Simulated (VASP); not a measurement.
# AlB2N3 (P6_3/mmc) in VASP: a series of runs, part 2 of 2

VASP 6.6.1. The steps go on from the part before.

## (3) Single point, PBE

This run uses another cell than the first one, of 11.59 Å³/atom, 1.124 times its volume.

Contents of INCAR:

```
SYSTEM = AlB2N3
  PREC = Accurate
  ENCUT = 520
  EDIFF = 1E-6
  ISMEAR = 0
  SIGMA = 0.1
  LREAL = .False.
  LASPH = .True.
  NELM = 80
  ALGO = Normal
  ISIF = 2
  LWAVE = .False.
  LCHARG = .False.
  GGA = PE
  NBANDS = 36
```

Contents of KPOINTS:

```
regular mesh
0
Gamma
  6 6 1
  0 0 0
```

Contents of POSCAR:

```
AlB2N3
1.0
    2.7701960021      0.0000000000      0.0000000000
   -1.3850980011      2.3990601113      0.0000000000
    0.0000000000      0.0000000000     20.9343376037
Al B N
2 4 6
Direct
    0.3333333333      0.6666666667      0.7500000000
    0.6666666667      0.3333333333      0.2500000000
    0.3333333333      0.6666666667      0.0911552941
    0.3333333333      0.6666666667      0.4088447059
    0.6666666667      0.3333333333      0.5911552941
    0.6666666667      0.3333333333      0.9088447059
    0.3333333333      0.6666666667      0.2500000000
    0.3333333333      0.6666666667      0.5908378027
    0.3333333333      0.6666666667      0.9091621973
    0.6666666667      0.3333333333      0.0908378027
    0.6666666667      0.3333333333      0.4091621973
    0.6666666667      0.3333333333      0.7500000000
```

Potentials or basis: VASP PAW PBE potentials, release 64 (Al, B, N).

Started as:

```bash
$ cat potpaw_PBE.64/Al/POTCAR potpaw_PBE.64/B/POTCAR potpaw_PBE.64/N/POTCAR > POTCAR
$ mpirun -np 1 vasp_std > vasp.out
```

OUTCAR:

```text
SYSTEM = AlB2N3
   PREC = Accurate
   ENCUT = 520
   EDIFF = 1E-6
   ISMEAR = 0
   LREAL = .False.
   LASPH = .True.
   NELM = 80
   ISIF = 2
   GGA = PE

 ion  position               nearest neighbor table
   1  0.333  0.667  0.750-  12 1.60  12 1.60  12 1.60
   2  0.667  0.333  0.250-   7 1.60   7 1.60   7 1.60
   3  0.333  0.667  0.091-  10 1.60  10 1.60  10 1.60
   4  0.333  0.667  0.409-  11 1.60  11 1.60  11 1.60
   5  0.667  0.333  0.591-   8 1.60   8 1.60   8 1.60
   6  0.667  0.333  0.909-   9 1.60   9 1.60   9 1.60
   7  0.333  0.667  0.250-   2 1.60   2 1.60   2 1.60
   8  0.333  0.667  0.591-   5 1.60   5 1.60   5 1.60
   9  0.333  0.667  0.909-   6 1.60   6 1.60   6 1.60
  10  0.667  0.333  0.091-   3 1.60   3 1.60   3 1.60
  11  0.667  0.333  0.409-   4 1.60   4 1.60   4 1.60
  12  0.667  0.333  0.750-   1 1.60   1 1.60   1 1.60

  LATTYP: Found a hexagonal cell.
 ALAT       =     2.7701960021
 C/A-ratio  =     7.5569878766
[... 196 lines left out ...]
      2     -14.4330      2.00000
      3     -14.3853      2.00000
      4     -14.3798      2.00000
      5     -12.3462      2.00000
      6     -12.3456      2.00000
[... 262 lines left out ...]
     35      12.1051      0.00000
     36      12.6815      0.00000

------------------------ aborting loop because EDIFF is reached ----------------------------------------

  FORCE on cell =-STRESS in cart. coord.  units (eV):
  Direction    XX          YY          ZZ          XY          YZ          ZX
  --------------------------------------------------------------------------------------
  -------------------------------------------------------------------------------------
  Total        0.7107749      0.7107749      0.1036407     -0.0000000     -0.0000000      0.0000000
  in kB        8.1852472      8.1852472      1.1935208     -0.0000000     -0.0000000      0.0000000
  external PRESSURE =       5.8546718 kB  Pullay stress =       0.0000000 kB

 VOLUME and BASIS-vectors are now :
 -----------------------------------------------------------------------------
  energy-cutoff  :      520.00
  volume of cell :      139.13
      direct lattice vectors                 reciprocal lattice vectors
     2.770196002  0.000000000  0.000000000     0.360985287  0.208414953  0.000000000
    -1.385098001  2.399060111  0.000000000     0.000000000  0.416829906  0.000000000
     0.000000000  0.000000000 20.934337604     0.000000000  0.000000000  0.047768409

 POSITION                                       TOTAL-FORCE (eV/Angst)
 -----------------------------------------------------------------------------------
     -0.00000      1.59937     15.70075         0.000000     -0.000000      0.000000
      1.38510      0.79969      5.23358        -0.000000      0.000000      0.000000
     -0.00000      1.59937      1.90828         0.000000     -0.000000     -0.006236
     -0.00000      1.59937      8.55889         0.000000     -0.000000      0.006236
      1.38510      0.79969     12.37544        -0.000000      0.000000     -0.006236
      1.38510      0.79969     19.02606        -0.000000      0.000000      0.006236
     -0.00000      1.59937      5.23358        -0.000000      0.000000      0.000000
     -0.00000      1.59937     12.36880        -0.000000      0.000000      0.008808
     -0.00000      1.59937     19.03271        -0.000000      0.000000     -0.008808
      1.38510      0.79969      1.90163        -0.000000     -0.000000      0.008808
      1.38510      0.79969      8.56554        -0.000000     -0.000000     -0.008808
      1.38510      0.79969     15.70075         0.000000     -0.000000      0.000000
 -----------------------------------------------------------------------------------
    total drift:                               -0.000000      0.000000     -0.000000

  FREE ENERGIE OF THE ION-ELECTRON SYSTEM (eV)
  ---------------------------------------------------
  free  energy   TOTEN  =       -90.2302506516 eV

  energy  without entropy=      -90.2302506516  energy(sigma->0) =      -90.23025065
```

It took 59 s on 1 thread of AMD EPYC 7R13 (Zen 3), shared host; peak memory 0.25 GiB.

Results:

```
Free energy            : -90.2303 eV
Pressure               : 0.6 GPa
Largest force          : 0.009 eV/Å
Band gap on the k mesh : 3.31 eV, indirect (the least direct gap lies 1.4 meV higher)
```

Forces on the atoms (eV/Å):
```
Al   0.000  0.000  0.000
Al   0.000  0.000  0.000
B    0.000  0.000 -0.006
B    0.000  0.000  0.006
B    0.000  0.000 -0.006
B    0.000  0.000  0.006
N    0.000  0.000  0.000
N    0.000  0.000  0.009
N    0.000  0.000 -0.009
N    0.000  0.000  0.009
N    0.000  0.000 -0.009
N    0.000  0.000  0.000
```

Caveat: the k points lie up to 0.44 Å⁻¹ apart; this functional lacks dispersion, which binds the layers, so the pressure and a relaxed spacing across them are unreliable. A hybrid or GW would open this gap; PBE tends to underestimate it.

## (4) Relaxation of cell and atoms, PBE

Contents of INCAR:

```
SYSTEM = AlB2N3
PREC = Accurate
ENCUT = 600
EDIFF = 1E-6
ISMEAR = 0
SIGMA = 0.1
LREAL = .False.
LASPH = .True.
NELM = 60
ALGO = Normal
ISIF = 3
LWAVE = .False.
LCHARG = .False.
GGA = PE
IBRION = 2
NSW = 90
EDIFFG = -0.04
```

KPOINTS is that of step 3.

Contents of POSCAR:

```
AlB2N3
1.0
    2.6179634800      0.0000000000      0.0000000000
   -1.3089817400      2.2672228800      0.0000000000
    0.0000000000      0.0000000000     20.8611109100
Al B N
2 4 6
Direct
    0.3333333300      0.6666666700      0.7500000000
    0.6666666700      0.3333333300      0.2500000000
    0.3333333300      0.6666666700      0.0833333300
    0.3333333300      0.6666666700      0.4166666700
    0.6666666700      0.3333333300      0.5833333300
    0.6666666700      0.3333333300      0.9166666700
    0.3333333300      0.6666666700      0.2500000000
    0.3333333300      0.6666666700      0.5833333300
    0.3333333300      0.6666666700      0.9166666700
    0.6666666700      0.3333333300      0.0833333300
    0.6666666700      0.3333333300      0.4166666700
    0.6666666700      0.3333333300      0.7500000000
```

Started as:

```bash
$ cat potpaw_PBE.64/Al/POTCAR potpaw_PBE.64/B/POTCAR potpaw_PBE.64/N/POTCAR > POTCAR
$ mpirun -np 1 vasp_std > vasp.out
```

It took 4.5 min on 1 thread of AMD EPYC 7R13 (Zen 3), shared host; peak memory 0.28 GiB.

It converged, with:

| Property | Result |
| --- | --- |
| Free energy | -90.2108 eV |
| Relaxed volume | 11.58 Å³/atom |
| Relaxed cell | a = 2.772 Å, b = 2.772 Å, c = 20.886 Å, α = 90.00°, β = 90.00°, γ = 120.00° |
| Space group after relaxing (to 0.05 Å) | P6_3/mmc (No. 194) |
| Energy gained by relaxing | 204.4 meV/atom |
| Ionic steps | 6 |
| Pressure after relaxing | 0.2 GPa |
| Largest force after relaxing | 0.026 eV/Å |
| Band gap on the k mesh | 3.21 eV, indirect (least direct gap 3.24 eV) |

Forces on the atoms (eV/Å):
```
Al   0.000  0.000  0.000
Al   0.000  0.000  0.000
B    0.000  0.000  0.021
B    0.000  0.000 -0.021
B    0.000  0.000  0.021
B    0.000  0.000 -0.021
N    0.000  0.000  0.000
N    0.000  0.000  0.026
N    0.000  0.000 -0.026
N    0.000  0.000  0.026
N    0.000  0.000 -0.026
N    0.000  0.000  0.000
```

Step by step:
```
step  energy change (eV)  largest force (eV/Å)  pressure (GPa)  volume (Å³)
   1              0.0000                0.0521           38.95       123.82
   2              4.0772                0.0630          -33.85       172.90
   3             -2.4314                0.0508           -2.79       140.53
   4             -2.4516                0.0507           -0.43       139.21
   5             -2.4522                0.0507            0.17       138.90
   6             -2.4525                0.0262            0.16       138.96
```

Final structure:
```
Al B N
1.0
     2.77181    0.00000    0.00000
    -1.38591    2.40046    0.00000
     0.00000    0.00000   20.88556
Al B N
2 4 6
Direct
  0.33333 0.66667 0.75000
  0.66667 0.33333 0.25000
  0.33333 0.66667 0.08347
  0.33333 0.66667 0.41653
  0.66667 0.33333 0.58347
  0.66667 0.33333 0.91653
  0.33333 0.66667 0.25000
  0.33333 0.66667 0.58331
  0.33333 0.66667 0.91669
  0.66667 0.33333 0.08331
  0.66667 0.33333 0.41669
  0.66667 0.33333 0.75000
```

Levels at points of the mesh, in eV from the valence-band top:
| k point | band 21 | band 22 | band 23 | band 24 | band 25 | band 26 | band 27 | band 28 |
| --- | --- | --- | --- | --- | --- | --- | --- | --- |
| (0.00, 0.00, 0.00) | -0.05 | -0.05 | -0.05 | -0.05 | 3.56 | 4.40 | 4.63 | 5.99 |
| (0.50, 0.00, 0.00) | -0.71 | -0.71 | -0.31 | -0.30 | 3.21 | 3.33 | 3.70 | 3.76 |

Caveat: the k points lie up to 0.44 Å⁻¹ apart in the final cell; this functional lacks dispersion, which binds the layers, so the pressure and a relaxed spacing across them are unreliable.

## (5) The runs side by side

```csv
task,cell,cutoff (eV),gap on the mesh (eV),pressure (GPa),largest force (eV/Å)
single point,"a = 2.618, b = 2.618, c = 20.861 Å, angles 90.0, 90.0, 120.0°, 12 atoms",520,3.31,39.0,0.05
single point,"a = 2.770, b = 2.770, c = 20.934 Å, angles 90.0, 90.0, 120.0°, 12 atoms",520,3.31,0.6,0.01
relaxation of cell and atoms,"relaxed from a = 2.618, b = 2.618, c = 20.861 Å, angles 90.0, 90.0, 120.0°, 12 atoms",600,3.21,0.2,0.03
```

Alike in all rows: level PBE; potentials or basis VASP PAW PBE potentials, release 64 (Al, B, N); no spin polarisation; k mesh 6 × 6 × 1; smearing gaussian 0.1 eV.

Caveats: all runs use coarse meshes; this functional lacks dispersion, which binds the layers, so the pressure and a relaxed spacing across them are unreliable (some runs).

Absolute energies hang on the potentials; compare differences alone.
